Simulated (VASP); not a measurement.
Write the native input for VASP 6.6.1 that does the following.

```yaml
Task: single point
Functional: LDA
Potentials_or_basis: VASP PAW LDA potentials, release 64 (Nb_sv, Ru_pv)
Cutoff: 520 eV
k_mesh: 6 × 6 × 5
Occupations: fermi-dirac, width 0.1 eV
Spin: no spin polarisation
Dipole_correction: no
Further_INCAR_settings: ALGO = Normal; EDIFF = 1e-07; NBANDS = 20
```

The structure of NbRu lies in POSCAR:

```
NbRu
1.0
    2.9841478559      0.0000000000      0.0000000000
    0.0000000000      2.9841478559      0.0000000000
    0.0000000000      0.0000000000      3.4154578307
Nb Ru
1 1
Direct
    0.0000000000      0.0000000000      0.0000000000
    0.5000000000      0.5000000000      0.5000000000
```

One way to write it, as run:

INCAR

```
  PREC = Accurate
  ENCUT = 520
  EDIFF = 1E-7
  ISMEAR = -1
  SIGMA = 0.1
  LREAL = False
  LASPH = True
  NELM = 60
  ALGO = Normal
  ISIF = 2
  LWAVE = False
  LCHARG = False
  NBANDS = 20
```

KPOINTS

```
regular mesh
0
Gamma
  6 6 5
```

Potentials or basis: VASP PAW LDA potentials, release 64 (Nb_sv, Ru_pv).

Launch:

```sh
$ cat potpaw_LDA.64/Nb_sv/POTCAR potpaw_LDA.64/Ru_pv/POTCAR > POTCAR
$ mpirun -np 1 vasp_std > vasp.out
```

It gave:

* Pressure: 0.3 GPa

Caveat: the k points lie up to 0.37 Å⁻¹ apart.

It took 20 s on 1 thread of Intel(R) Xeon(R) Platinum 8259CL CPU @ 2.50GHz (Skylake/Cascade Lake), with other jobs on the host, peak memory 0.14 GiB.
